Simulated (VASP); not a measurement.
# LiF: single point with PBE0

The system is LiF.

```
Li F
1.0
     0.00000    1.99464    1.99464
     1.99464    0.00000    1.99464
     1.99464    1.99464    0.00000
Li F
1 1
Cartesian
  0.0000 0.0000 0.0000
  1.9946 1.9946 1.9946
```

```yaml
Program: VASP 6.6.1
Task: single point
Functional: PBE0
Potentials_or_basis: VASP PAW PBE potentials, release 64 (Li_sv, F)
Cutoff: 520 eV
k_mesh: 8 × 8 × 8
Occupations: fermi-dirac, width 0.02 eV
Spin: no spin polarisation
```

```yaml
Band_gap_on_the_k_mesh: 12.43 eV
```

Levels at points of the mesh, in eV from the valence-band top:
```csv
k point,band 1,band 2,band 3,band 4,band 5,band 6,band 7,band 8,band 9,band 10
"(0.00, 0.00, 0.00)",-42.91,-21.66,0.00,0.00,0.00,12.43,27.81,27.81,27.81,27.91
"(0.50, 0.00, 0.00)",-42.84,-21.18,-2.77,-0.26,-0.26,14.04,20.55,22.43,22.43,34.39
"(0.50, 0.50, 0.00)",-42.82,-20.89,-3.28,-1.11,-1.11,18.48,19.67,21.14,24.10,24.10
```

Wall time 13 min on 1 thread of AMD EPYC 7R13 Processor (Zen 3) (shared host), peak memory 0.12 GiB.

 A k mesh can miss the band edges.
